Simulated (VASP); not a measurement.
# LiNbO3 (R3c) in VASP: notebook, part 2 of 2

VASP 6.6.1. Earlier steps stand in the parts before.

### Step 3. Relaxation of shape and atoms at fixed volume, PBE (11.55 Å³/atom)

This run uses another cell than the first one, of 11.55 Å³/atom.

Contents of INCAR:

```
SYSTEM = LiNbO3
PREC = Accurate
ENCUT = 600
EDIFF = 1E-6
ISMEAR = 0
SIGMA = 0.02
LREAL = .False.
LASPH = .True.
NELM = 80
ALGO = Normal
ISIF = 4
LWAVE = .False.
LCHARG = .False.
GGA = PE
IBRION = 2
NSW = 50
EDIFFG = -0.01
```

Contents of KPOINTS:

```
regular mesh
0
Gamma
  6 6 6
  0 0 0
```

Contents of POSCAR:

```
LiNbO3
1.0
    2.6475424575      1.5285593505      4.7562720291
   -2.6475424575      1.5285593505      4.7562720291
    0.0000000000     -3.0571187010      4.7562720291
Li Nb O
2 2 6
Direct
    0.2823850632      0.2823850632      0.2823850632
    0.7823850632      0.7823850632      0.7823850632
    0.0007325979      0.0007325979      0.0007325979
    0.5007325979      0.5007325979      0.5007325979
    0.1152696579      0.3513386830      0.7220889979
    0.7220889979      0.1152696579      0.3513386830
    0.3513386830      0.7220889979      0.1152696579
    0.2220889979      0.8513386830      0.6152696579
    0.8513386830      0.6152696579      0.2220889979
    0.6152696579      0.2220889979      0.8513386830
```

Potentials or basis: VASP PAW PBE potentials, release 64 (Li_sv, Nb_sv, O).

Launch:

```sh
$ cat potpaw_PBE.64/Li_sv/POTCAR potpaw_PBE.64/Nb_sv/POTCAR potpaw_PBE.64/O/POTCAR > POTCAR
$ mpirun -np 1 vasp_std > vasp.out
```

It took 34 min on 1 thread of Intel Xeon Platinum 8375C at 2.90GHz (Ice Lake), shared host; peak memory 0.43 GiB.

The run converged. Its results:

```
Free energy                  : -79.9482 eV
Energy gained by relaxing    : 3.0 meV/atom
Ionic steps                  : 16
Pressure after relaxing      : -5.3 GPa
Largest force after relaxing : 0.006 eV/Å
Band gap on the k mesh       : 3.50 eV (least direct gap 3.53 eV)
```

Forces on the atoms (eV/Å):
```
Li   0.000  0.000  0.001
Li   0.000  0.000  0.001
Nb   0.000  0.000  0.001
Nb   0.000  0.000  0.001
O    0.001 -0.006 -0.001
O    0.004  0.004 -0.001
O   -0.005  0.002 -0.001
O    0.005  0.002 -0.001
O   -0.001 -0.006 -0.001
O   -0.004  0.004 -0.001
```

The path:
| step | energy change (eV) | largest force (eV/Å) | pressure (GPa) | volume (Å³) |
| --- | --- | --- | --- | --- |
| 1 | 0.0000 | 0.3761 | -8.20 | 115.49 |
| 2 | -0.0217 | 0.1326 | -5.58 | 115.49 |
| 3 | -0.0225 | 0.0818 | -6.00 | 115.49 |
| 4 | -0.0245 | 0.0673 | -5.93 | 115.49 |
| 5 | -0.0283 | 0.0304 | -5.70 | 115.49 |
| 6 | -0.0267 | 0.0941 | -5.21 | 115.49 |
| 7 | -0.0291 | 0.0364 | -5.53 | 115.49 |
| 8 | -0.0296 | 0.0225 | -5.29 | 115.49 |
| 9 | -0.0296 | 0.0227 | -5.29 | 115.49 |
| 10 | -0.0298 | 0.0190 | -5.43 | 115.49 |
| 11 | -0.0298 | 0.0197 | -5.41 | 115.49 |
| 12 | -0.0299 | 0.0161 | -5.38 | 115.49 |
| 13 | -0.0302 | 0.0156 | -5.29 | 115.49 |
| 14 | -0.0302 | 0.0174 | -5.28 | 115.49 |
| 15 | -0.0302 | 0.0214 | -5.37 | 115.49 |
| 16 | -0.0302 | 0.0056 | -5.33 | 115.49 |

Final structure:
```
CELL_PARAMETERS angstrom
2.65068 1.53037 4.74503
-2.65068 1.53037 4.74503
0.00000 -3.06074 4.74503
ATOMIC_POSITIONS crystal
Li 0.28408 0.28408 0.28408
Li 0.78407 0.78407 0.78407
Nb 0.00076 0.00076 0.00076
Nb 0.50076 0.50076 0.50076
O 0.12107 0.34350 0.72241
O 0.72241 0.12107 0.34350
O 0.34350 0.72241 0.12107
O 0.22241 0.84350 0.62107
O 0.84350 0.62107 0.22241
O 0.62107 0.22241 0.84350
```

Levels at points of the mesh, in eV from the valence-band top:
```
           k point  band 32  band 33  band 34  band 35  band 36  band 37
(0.00, 0.00, 0.00)    -0.40     0.00     0.00     3.53     3.53     4.01
(0.50, 0.00, 0.00)    -0.34    -0.27    -0.27     3.75     3.75     4.53
(0.50, 0.50, 0.00)    -0.69    -0.56    -0.14     3.62     4.12     4.43
(0.50, 0.50, 0.50)    -0.37    -0.37    -0.37     4.42     4.42     4.63
```

Caveat: the cutoff is under 1.25 times the usual one of these potentials, so pressure, stress and relaxed cells hold a basis-set (Pulay) error. A k mesh can miss the band edges.

### Step 4. Relaxation of cell and atoms, PBE

This run uses another cell than the first one, of 10.63 Å³/atom.

Contents of INCAR:

```
SYSTEM = LiNbO3
  PREC = Accurate
  ENCUT = 600
  EDIFF = 1E-6
  ISMEAR = 0
  SIGMA = 0.02
  LREAL = .False.
  LASPH = .True.
  NELM = 80
  ALGO = Normal
  ISIF = 3
  LWAVE = .False.
  LCHARG = .False.
  GGA = PE
  IBRION = 2
  NSW = 100
  EDIFFG = -0.005
```

Contents of KPOINTS:

```
Automatic mesh
0
Gamma
  6 6 6
  0 0 0
```

Contents of POSCAR:

```
LiNbO3
1.0
    2.5758000000      1.4871388234      4.6230000000
   -2.5758000000      1.4871388234      4.6230000000
    0.0000000000     -2.9742776468      4.6230000000
Li Nb O
2 2 6
Direct
    0.2815000000      0.2815000000      0.2815000000
    0.7815000000      0.7815000000      0.7815000000
    0.0000550000      0.0000550000      0.0000550000
    0.5000550000      0.5000550000      0.5000550000
    0.1123100000      0.3583600000      0.7195900000
    0.7195900000      0.1123100000      0.3583600000
    0.3583600000      0.7195900000      0.1123100000
    0.2195900000      0.8583600000      0.6123100000
    0.8583600000      0.6123100000      0.2195900000
    0.6123100000      0.2195900000      0.8583600000
```

Launch:

```sh
$ cat potpaw_PBE.64/Li_sv/POTCAR potpaw_PBE.64/Nb_sv/POTCAR potpaw_PBE.64/O/POTCAR > POTCAR
$ mpirun -np 1 vasp_std > vasp.out
```

Wall time 8.6 min (1 thread of Intel Xeon 6975P-C (Granite Rapids), shared host); peak memory 0.42 GiB.

Results (log left out):

```
Free energy                           : -80.0499 eV
Relaxed volume                        : 10.86 Å³/atom
Relaxed cell                          : a = 5.543 Å, b = 5.543 Å, c = 5.543 Å, α = 55.76°, β = 55.76°, γ = 55.76°
Space group after relaxing (to 0.1 Å) : R3c (No. 161)
Energy gained by relaxing             : 2.9 meV/atom
Ionic steps                           : 8
Pressure after relaxing               : -0.1 GPa
Largest force after relaxing          : 0.003 eV/Å
Band gap on the k mesh                : 3.54 eV (least direct gap 3.56 eV)
```

Forces in eV/Å, atoms in the order of the input:
```
Li   0.000  0.000  0.002
Li   0.000  0.000  0.002
Nb   0.000  0.000  0.002
Nb   0.000  0.000  0.002
O   -0.002 -0.001 -0.001
O    0.002 -0.001 -0.001
O    0.000  0.003 -0.001
O    0.000  0.003 -0.001
O    0.002 -0.001 -0.001
O   -0.002 -0.001 -0.001
```

Step by step:
| step | energy change (eV) | largest force (eV/Å) | pressure (GPa) | volume (Å³) |
| --- | --- | --- | --- | --- |
| 1 | 0.0000 | 0.1954 | 4.05 | 106.25 |
| 2 | 0.0207 | 0.4659 | -4.73 | 110.43 |
| 3 | -0.0239 | 0.1364 | 0.15 | 107.99 |
| 4 | -0.0280 | 0.0448 | 0.03 | 108.37 |
| 5 | -0.0285 | 0.0151 | 0.02 | 108.54 |
| 6 | -0.0285 | 0.0178 | -0.01 | 108.56 |
| 7 | -0.0285 | 0.0083 | -0.03 | 108.56 |
| 8 | -0.0286 | 0.0030 | -0.05 | 108.56 |

Final structure:
```xyz
10
Lattice="2.5917 1.4963 4.6654 -2.5917 1.4963 4.6654 0.0000 -2.9927 4.6654" Properties=species:S:1:pos:R:3 pbc="T T T"
Li    0.0000    0.0000    3.9409
Li    0.0000    0.0000   10.9391
Nb    0.0000    0.0000    0.0032
Nb    0.0000    0.0000    7.0014
O    -0.6425   -1.4561    5.5519
O     1.5823    0.1716    5.5519
O    -0.9397    1.2845    5.5519
O    -1.6520   -0.2119    7.8847
O     0.6425    1.5366    7.8847
O     1.0095   -1.3247    7.8847
```

Levels at points of the mesh, in eV from the valence-band top:
```tsv
k point	band 30	band 31	band 32	band 33	band 34	band 35	band 36	band 37	band 38	band 39
(0.00, 0.00, 0.00)	-0.69	-0.69	-0.50	0.00	0.00	3.55	3.55	4.01	5.07	5.07
(0.50, 0.00, 0.00)	-0.44	-0.30	-0.30	-0.22	-0.22	3.83	3.83	4.64	4.64	4.85
(0.50, 0.50, 0.00)	-0.99	-0.69	-0.67	-0.50	-0.19	3.63	4.08	4.53	4.57	5.15
(0.50, 0.50, 0.50)	-0.61	-0.31	-0.31	-0.31	-0.31	4.55	4.55	4.76	4.76	4.76
```

Caveat: the cutoff is under 1.25 times the usual one of these potentials, so pressure, stress and relaxed cells hold a basis-set (Pulay) error. PBE usually gives volumes a little too large and moduli too small.

### Step 5. The runs side by side

```tsv
task	cell	gap on the mesh (eV)	pressure (GPa)	largest force (eV/Å)
relaxation of shape and atoms at fixed volume	relaxed from a = 5.605 Å, angles 55.7°, 10 atoms, atomic positions A	3.52	-3.2	0.01
relaxation of shape and atoms at fixed volume	relaxed from a = 5.654 Å, angles 55.8°, 10 atoms, atomic positions B	3.50	-5.3	0.01
relaxation of cell and atoms	relaxed from a = 5.497 Å, angles 55.9°, 10 atoms, atomic positions C	3.54	-0.1	-
```

Alike in all rows: level PBE; potentials or basis VASP PAW PBE potentials, release 64 (Li_sv, Nb_sv, O); no spin polarisation; k mesh 6 × 6 × 6; cutoff (eV) 600; smearing gaussian 0.02 eV.

Caveats: the cutoff is under 1.25 times the usual one of these potentials, so pressure, stress and relaxed cells hold a basis-set (Pulay) error.

Total energies depend on the potentials used, so only differences within one code and one set of settings carry meaning.
